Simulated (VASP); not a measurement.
# CuO (C2/c) in VASP: single point with PBE+U

Aim: the single point of CuO with PBE+U.

Program: VASP 6.6.1. These are calculated values, not measurements. Logs are shortened: lines on timing, memory, paths and dates and some standing lists are left out, and cuts for length are marked.

## Step 1: The cell of the first run

The structure is monoclinic, space group C2/c (No. 15). The conventional cell has a = 4.684 Å, b = 3.423 Å, c = 5.129 Å, α = 90.00°, β = 99.54°, γ = 90.00°. Within 2.6 Å of Cu (site symmetry -1) lie 4 O at 1.95 to 1.96 Å. Within 3.0 Å of O (site symmetry 2) lie 6 Cu at 1.95 to 2.78 Å and 6 O at 2.62 to 2.90 Å.

## Step 2: Single point, PBE+U

Input file INCAR:

```
  PREC = Accurate
  ENCUT = 520
  EDIFF = 1E-6
  ISMEAR = -1
  SIGMA = 0.02
  LREAL = False
  LASPH = True
  NELM = 150
  ALGO = Normal
  ISIF = 2
  LWAVE = False
  LCHARG = False
  LMAXMIX = 4
  LDAU = True
  LDAUTYPE = 2
  LDAUL = 2 -1
  LDAUU = 4 0
  LDAUJ = 0 0
  LDAUPRINT = 1
  GGA = PE
  NBANDS = 25
```

Input file KPOINTS:

```
Automatic mesh
0
Gamma
  7 7 4
```

Input file POSCAR:

```
CuO
1.0
    2.3418500000     -1.7113000000      0.0000000000
    2.3418500000      1.7113000000      0.0000000000
   -0.8500300000      0.0000000000      5.0578700000
Cu O
2 2
Direct
    0.0000000000      0.5000000000      0.0000000000
    0.5000000000      0.0000000000      0.5000000000
    0.5816000000      0.4184000000      0.2500000000
    0.4184000000      0.5816000000      0.7500000000
```

Potentials or basis: VASP PAW PBE potentials, release 64 (Cu, O).

The run is started by

```
$ cat potpaw_PBE.64/Cu/POTCAR potpaw_PBE.64/O/POTCAR > POTCAR
$ mpirun -np 1 vasp_std > vasp.out
```

OUTCAR:

```text
PREC = Accurate
   ENCUT = 520
   EDIFF = 1E-6
   ISMEAR = -1
   LREAL = False
   LASPH = True
   NELM = 150
   ISIF = 2
   GGA = PE

 ion  position               nearest neighbor table
   1  0.000  0.500  0.000-   3 1.95   4 1.95   4 1.96   3 1.96
   2  0.500  0.000  0.500-   4 1.95   3 1.95   4 1.96   3 1.96
   3  0.582  0.418  0.250-   2 1.95   1 1.95   2 1.96   1 1.96
   4  0.418  0.582  0.750-   1 1.95   2 1.95   2 1.96   1 1.96

  LATTYP: Found a base centered monoclinic cell.
 ALAT       =     4.6837000000
 B/A-ratio  =     0.7307470589
 C/A-ratio  =     1.0950319242
 COS(beta)  =    -0.1657365915

  Lattice vectors:

 A1 = (   2.3418500000,  -1.7113000000,   0.0000000000)
 A2 = (   2.3418500000,   1.7113000000,   0.0000000000)
 A3 = (  -0.8500300000,   0.0000000000,   5.0578700000)

Analysis of symmetry for initial positions (statically):
=====================================================================
 Subroutine PRICEL returns:
 Original cell was already a primitive cell.

 Routine SETGRP: Setting up the symmetry group for a
 base centered monoclinic supercell.

 Subroutine GETGRP returns: Found  4 space group operations
 (whereof  2 operations were pure point group operations)
 out of a pool of  4 trial point group operations.

The static configuration has the point symmetry S_2 .
 The point group associated with its full space group is C_2h.

Analysis of symmetry for dynamics (positions and initial velocities):
=====================================================================
 Subroutine PRICEL returns:
 Original cell was already a primitive cell.

 Routine SETGRP: Setting up the symmetry group for a
 base centered monoclinic supercell.

 Subroutine GETGRP returns: Found  4 space group operations
 (whereof  2 operations were pure point group operations)
 out of a pool of  4 trial point group operations.

The dynamic configuration has the point symmetry S_2 .
 The point group associated with its full space group is C_2h.

 Subroutine INISYM returns: Found  4 space group operations
 (whereof  2 operations are pure point group operations),
 and found     1 'primitive' translations

----------------------------------------------------------------------------------------

                                     Primitive cell

  volume of cell :      40.5399

  direct lattice vectors                    reciprocal lattice vectors
     2.341850000 -1.711300000  0.000000000     0.213506416 -0.292175539  0.035882073
     2.341850000  1.711300000  0.000000000     0.213506416  0.292175539  0.035882073
    -0.850030000  0.000000000  5.057870000     0.000000000  0.000000000  0.197711685

  length of vectors
     2.900484289  2.900484289  5.128801023     0.363646887  0.363646887  0.197711685

  position of ions in fractional coordinates (direct lattice)
     0.000000000  0.500000000  0.000000000
     0.500000000  1.000000000  0.500000000
     0.581600000  0.418400000  0.250000000
     0.418400000  0.581600000  0.750000000

  ion indices of the primitive-cell ions
   primitive index   ion index
                 1           1
                 2           2
                 3           3
                 4           4

----------------------------------------------------------------------------------------

 KPOINTS: Automatic mesh

Automatic generation of k-mesh.
 Grid dimensions read from file:
 generate k-points for:    7    7    4

 Generating k-lattice:

  Cartesian coordinates                     Fractional coordinates (reciprocal lattice)
     0.030500917 -0.041739363  0.005126010     0.142857143  0.000000000 -0.000000000
     0.030500917  0.041739363  0.005126010     0.000000000  0.142857143 -0.000000000
     0.000000000  0.000000000  0.049427921     0.000000000  0.000000000  0.250000000

  Length of vectors
     0.051949555  0.051949555  0.049427921

  Shift w.r.t. Gamma in fractional coordinates (k-lattice)
     0.000000000  0.000000000  0.000000000

 Subroutine IBZKPT returns following result:
[... 49 lines left out ...]
   EDIFF  = 0.1E-05   stopping-criterion for ELM
   LREAL  =      F    real-space projection
   EDIFFG = 0.1E-04   stopping-criterion for IOM
   NSW    =      0    number of steps for IOM
   IBRION =     -1    ionic relax: 0-MD 1-quasi-New 2-CG
   NFREE  =      0    steps in history (QN), initial steepest desc. (CG)
   ISIF   =      2    stress and relaxation
   ISYM   =      2    0-nonsym 1-usesym 2-fastsym
   POTIM  = 0.5000    time-step for ionic-motion
   TEBEG  =    0.0;   TEEND  =   0.0 temperature during run
   PSTRESS=    0.0 pullay stress
   NELECT =      34.0000    total number of electrons
   NUPDOWN=      -1.0000    fix difference up-down
   EMIN   =  10.00;   EMAX   =-10.00  energy-range for DOS
   EFERMI =   0.00;   METHOD = LEGACY
   ISMEAR =    -1;   SIGMA  =   0.02  broadening in eV -4-tet -1-fermi 0-gaus
   EFERMI_NEDOS =   21; number of points for ismear=-14 and -15
   IALGO  =     38    algorithm
   IMIX   =      4    mixing-type and parameters
     AMIX     =   0.40;   BMIX     =  1.00
     AMIX_MAG =   1.60;   BMIX_MAG =  1.00
  volume/ion in A,a.u.               =      10.13        68.39
  Fermi-wavevector in a.u.,A,eV,Ry     =   1.543856  2.917465 32.429376  2.383492
  Thomas-Fermi vector in A             =   2.649460
   LORBIT       =      0    0 simple, 1 ext, 2 COOP (PROOUT), +10 PAW based schemes
 LDA+U is selected, type is set to LDAUTYPE =  2
   angular momentum for each species LDAUL =     2   -1
   U (eV)           for each species LDAUU =   4.0  0.0
   J (eV)           for each species LDAUJ =   0.0  0.0
   GGA     = PE    functional components
   LHFCALC =     F    Hartree Fock is set to
   AEXX    =    0.0000 exact exchange contribution
   IVDW    =     0    specifies the selected vdW correction
   LEPSILON=     F    determine dielectric tensor
   LRPA    =     F    only Hartree local field effects (RPA)
 non-spin polarized calculation
  energy-cutoff  :      520.00
  volume of cell :       40.54
 maximum number of plane-waves:      1129
 NGX is ok and might be reduce to    24
   NGX = 11   NGY = 11   NGZ = 19

atom =   1  type =  1  l = 2

 onsite density matrix

spin component  1

  0.9518 -0.0126  0.0103  0.0086 -0.0031
 -0.0126  0.9045  0.0003  0.0805 -0.0257
  0.0103  0.0003  0.9686 -0.0012 -0.0011
  0.0086  0.0805 -0.0012  0.8581  0.0329
 -0.0031 -0.0257 -0.0011  0.0329  0.9540

spin component  2

  0.9518 -0.0126  0.0103  0.0086 -0.0031
 -0.0126  0.9045  0.0003  0.0805 -0.0257
  0.0103  0.0003  0.9686 -0.0012 -0.0011
  0.0086  0.0805 -0.0012  0.8581  0.0329
 -0.0031 -0.0257 -0.0011  0.0329  0.9540

 occupancies and eigenvectors

  o =  0.7858  v =  0.0890  0.5835 -0.0097 -0.7702  0.2414  0.0000  0.0000  0.0000  0.0000  0.0000      0.0000  0.0000  0.0000  0.0000  0.0000  0.0000  0.0000  0.0000  0.0000  0.0000
  o =  0.7858  v =  0.0000  0.0000  0.0000  0.0000  0.0000  0.0890  0.5835 -0.0097 -0.7702  0.2414      0.0000  0.0000  0.0000  0.0000  0.0000  0.0000  0.0000  0.0000  0.0000  0.0000
  o =  0.9470  v =  0.8766  0.1367 -0.4154  0.1889 -0.0677  0.0000  0.0000  0.0000  0.0000  0.0000      0.0000  0.0000  0.0000  0.0000  0.0000  0.0000  0.0000  0.0000  0.0000  0.0000
  o =  0.9470  v =  0.0000  0.0000  0.0000  0.0000  0.0000  0.8766  0.1367 -0.4154  0.1889 -0.0677      0.0000  0.0000  0.0000  0.0000  0.0000  0.0000  0.0000  0.0000  0.0000  0.0000
  o =  0.9636  v = -0.0201 -0.2990 -0.2274 -0.4753 -0.7953  0.0000  0.0000  0.0000  0.0000  0.0000      0.0000  0.0000  0.0000  0.0000  0.0000  0.0000  0.0000  0.0000  0.0000  0.0000
  o =  0.9636  v =  0.0000  0.0000  0.0000  0.0000  0.0000 -0.0201 -0.2990 -0.2274 -0.4753 -0.7953      0.0000  0.0000  0.0000  0.0000  0.0000  0.0000  0.0000  0.0000  0.0000  0.0000
  o =  0.9661  v =  0.0000  0.0000  0.0000  0.0000  0.0000 -0.1005  0.7056  0.2674  0.3481 -0.5472      0.0000  0.0000  0.0000  0.0000  0.0000  0.0000  0.0000  0.0000  0.0000  0.0000
  o =  0.9661  v = -0.1005  0.7056  0.2674  0.3481 -0.5472  0.0000  0.0000  0.0000  0.0000  0.0000      0.0000  0.0000  0.0000  0.0000  0.0000  0.0000  0.0000  0.0000  0.0000  0.0000
  o =  0.9745  v =  0.0000  0.0000  0.0000  0.0000  0.0000 -0.4616  0.2314 -0.8391  0.1551  0.0719      0.0000  0.0000  0.0000  0.0000  0.0000  0.0000  0.0000  0.0000  0.0000  0.0000
  o =  0.9745  v = -0.4616  0.2314 -0.8391  0.1551  0.0719  0.0000  0.0000  0.0000  0.0000  0.0000      0.0000  0.0000  0.0000  0.0000  0.0000  0.0000  0.0000  0.0000  0.0000  0.0000

atom =   2  type =  1  l = 2

 onsite density matrix

spin component  1

  0.9518 -0.0126 -0.0103 -0.0086  0.0031
 -0.0126  0.9045 -0.0003 -0.0805  0.0257
 -0.0103 -0.0003  0.9686 -0.0012 -0.0011
 -0.0086 -0.0805 -0.0012  0.8581  0.0329
  0.0031  0.0257 -0.0011  0.0329  0.9540

spin component  2

  0.9518 -0.0126 -0.0103 -0.0086  0.0031
 -0.0126  0.9045 -0.0003 -0.0805  0.0257
 -0.0103 -0.0003  0.9686 -0.0012 -0.0011
 -0.0086 -0.0805 -0.0012  0.8581  0.0329
  0.0031  0.0257 -0.0011  0.0329  0.9540

 occupancies and eigenvectors

  o =  0.7858  v = -0.0890 -0.5835 -0.0097 -0.7702  0.2414  0.0000  0.0000  0.0000  0.0000  0.0000      0.0000  0.0000  0.0000  0.0000  0.0000  0.0000  0.0000  0.0000  0.0000  0.0000
  o =  0.7858  v =  0.0000  0.0000  0.0000  0.0000  0.0000 -0.0890 -0.5835 -0.0097 -0.7702  0.2414      0.0000  0.0000  0.0000  0.0000  0.0000  0.0000  0.0000  0.0000  0.0000  0.0000
  o =  0.9470  v =  0.8766  0.1367  0.4154 -0.1889  0.0677  0.0000  0.0000  0.0000  0.0000  0.0000      0.0000  0.0000  0.0000  0.0000  0.0000  0.0000  0.0000  0.0000  0.0000  0.0000
  o =  0.9470  v =  0.0000  0.0000  0.0000  0.0000  0.0000  0.8766  0.1367  0.4154 -0.1889  0.0677      0.0000  0.0000  0.0000  0.0000  0.0000  0.0000  0.0000  0.0000  0.0000  0.0000
  o =  0.9636  v =  0.0201  0.2990 -0.2274 -0.4753 -0.7953  0.0000  0.0000  0.0000  0.0000  0.0000      0.0000  0.0000  0.0000  0.0000  0.0000  0.0000  0.0000  0.0000  0.0000  0.0000
  o =  0.9636  v =  0.0000  0.0000  0.0000  0.0000  0.0000  0.0201  0.2990 -0.2274 -0.4753 -0.7953      0.0000  0.0000  0.0000  0.0000  0.0000  0.0000  0.0000  0.0000  0.0000  0.0000
  o =  0.9661  v =  0.0000  0.0000  0.0000  0.0000  0.0000  0.1005 -0.7056  0.2674  0.3481 -0.5472      0.0000  0.0000  0.0000  0.0000  0.0000  0.0000  0.0000  0.0000  0.0000  0.0000
  o =  0.9661  v =  0.1005 -0.7056  0.2674  0.3481 -0.5472  0.0000  0.0000  0.0000  0.0000  0.0000      0.0000  0.0000  0.0000  0.0000  0.0000  0.0000  0.0000  0.0000  0.0000  0.0000
  o =  0.9745  v =  0.0000  0.0000  0.0000  0.0000  0.0000 -0.4616  0.2314  0.8391 -0.1551 -0.0719      0.0000  0.0000  0.0000  0.0000  0.0000  0.0000  0.0000  0.0000  0.0000  0.0000
  o =  0.9745  v = -0.4616  0.2314  0.8391 -0.1551 -0.0719  0.0000  0.0000  0.0000  0.0000  0.0000      0.0000  0.0000  0.0000  0.0000  0.0000  0.0000  0.0000  0.0000  0.0000  0.0000

 number of electron      34.0000001 magnetization

 Free energy of the ion-electron system (eV)
  ---------------------------------------------------
  ext. energy  EPLUGINS =         0.00000000
  ---------------------------------------------------
  free energy    TOTEN  =       -16.84910884 eV

  energy without entropy =      -16.84578414  energy(sigma->0) =      -16.84744649

 E-fermi :   5.3231     XC(G=0): -11.8585

 val. band max:        5.2967051602   @ k =  -0.4286   0.1429   0.2500
 cond. band min:       5.3346478670   @ k =  -0.1429   0.0000   0.2500
 fundamental gap:      0.0379427068
 Fermi energy:         5.3230685264

 k-point     1 :       0.0000    0.0000    0.0000
  band No.  band energies     occupation
      1     -14.3385      2.00000
      2     -13.0091      2.00000
      3      -2.7244      2.00000
      4      -0.3000      2.00000
      5       0.0256      2.00000
      6       1.3058      2.00000
[... 661 lines left out ...]
     24      20.7778      0.00000
     25      21.6698      0.00000

 [... further k-points ...]

------------------------ aborting loop because EDIFF is reached ----------------------------------------

  FORCE on cell =-STRESS in cart. coord.  units (eV):
  Direction    XX          YY          ZZ          XY          YZ          ZX
  --------------------------------------------------------------------------------------
  -------------------------------------------------------------------------------------
  Total        0.9108771      1.1122513      0.6270669      0.0000000      0.0000000     -0.1721774
  in kB       35.9987545     43.9572624     24.7822981      0.0000000      0.0000000     -6.8046201
  external PRESSURE =      34.9127717 kB  Pullay stress =       0.0000000 kB

 VOLUME and BASIS-vectors are now :
 -----------------------------------------------------------------------------
  energy-cutoff  :      520.00
  volume of cell :       40.54
      direct lattice vectors                 reciprocal lattice vectors
     2.341850000 -1.711300000  0.000000000     0.213506416 -0.292175539  0.035882073
     2.341850000  1.711300000  0.000000000     0.213506416  0.292175539  0.035882073
    -0.850030000  0.000000000  5.057870000     0.000000000  0.000000000  0.197711685

 POSITION                                       TOTAL-FORCE (eV/Angst)
 -----------------------------------------------------------------------------------
      1.17092      0.85565      0.00000        -0.000000     -0.000000      0.000000
      0.74591     -0.85565      2.52894        -0.000000     -0.000000      0.000000
      2.12934     -0.27928      1.26447        -0.000000      0.227684      0.000000
      1.70433      0.27928      3.79340         0.000000     -0.227684     -0.000000
 -----------------------------------------------------------------------------------
    total drift:                                0.000000     -0.000000     -0.000000

  FREE ENERGIE OF THE ION-ELECTRON SYSTEM (eV)
  ---------------------------------------------------
  free  energy   TOTEN  =       -16.8491088435 eV

  energy  without entropy=      -16.8457841371  energy(sigma->0) =      -16.84744649
```

It took 74 s on 1 thread of Intel Xeon 8259CL, shared host; peak memory 0.19 GiB.

Results:

```
Free energy            : -16.8491 eV
Pressure               : 3.5 GPa
Largest force          : 0.228 eV/Å
Band gap on the k mesh : zero (bands 17 and 18 overlap by 0.76 eV)
```

Forces in eV/Å, atoms in the order of the input:
```
Cu   0.000  0.000  0.000
Cu   0.000  0.000  0.000
O    0.000  0.228  0.000
O    0.000 -0.228  0.000
```

Levels at points of the mesh, in eV from the Fermi level:
```tsv
k point	band 14	band 15	band 16	band 17	band 18	band 19	band 20	band 21
(0.00, 0.00, 0.00)	-2.81	-2.38	-2.33	0.23	0.98	1.92	6.47	8.42
(0.00, 0.00, 0.50)	-2.79	-1.79	-1.79	0.31	0.31	4.18	4.18	12.02
```

Eigenvalues of the final occupation matrices:
```tsv
site	spin	trace	eigenvalues
site 1 d	1	4.64	0.79 0.95 0.96 0.97 0.97
site 1 d	2	4.64	0.79 0.95 0.96 0.97 0.97
site 2 d	1	4.64	0.79 0.95 0.96 0.97 0.97
site 2 d	2	4.64	0.79 0.95 0.96 0.97 0.97
```

Caveat: the cell stands under pressure; U without spin polarisation on a metal has little footing.
